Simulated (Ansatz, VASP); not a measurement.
## Cu: VASP beside Ansatz

```
CELL_PARAMETERS angstrom
0.00000 1.81654 1.80750
1.81654 0.00000 1.80750
1.81654 1.81654 0.00000
ATOMIC_POSITIONS crystal
Cu 0.00000 0.00000 0.00000
```

Change from the starting cell: strain +0.0050 x Voigt [1, 1, 0, 0, 0, 0], atoms carried along.

Alike in both runs: task single point; functional PBE; k mesh 22 × 22 × 22; occupations gaussian, width 0.15 eV; no spin polarisation.

```csv
,VASP,Ansatz
version,VASP 6.6.1,Ansatz 0.2.0
potentials or method,"VASP PAW PBE potentials, release 64 (Cu), cutoff 520 eV","scalar-relativistic, plane waves, PAW"
valence electrons in the cell,11,19
```

|  | VASP | Ansatz | Ansatz less VASP |
| --- | --- | --- | --- |
| gap on the k mesh at the Fermi level (eV) | none | none | - |
| pressure (GPa) | 0.9 | 0.3 | -0.57 |
| traceless stress, the component that is largest in VASP (GPa) | 0.18 | 0.19 | +0.004 |

A gap of «none» marks a metal or a gap that the smearing closes. The functional is the same, so the differences come from potentials, cutoffs and numerics. VASP's potentials hold 11 valence electrons a cell and Ansatz's 19, so a difference there can come from the potentials and not from the codes.
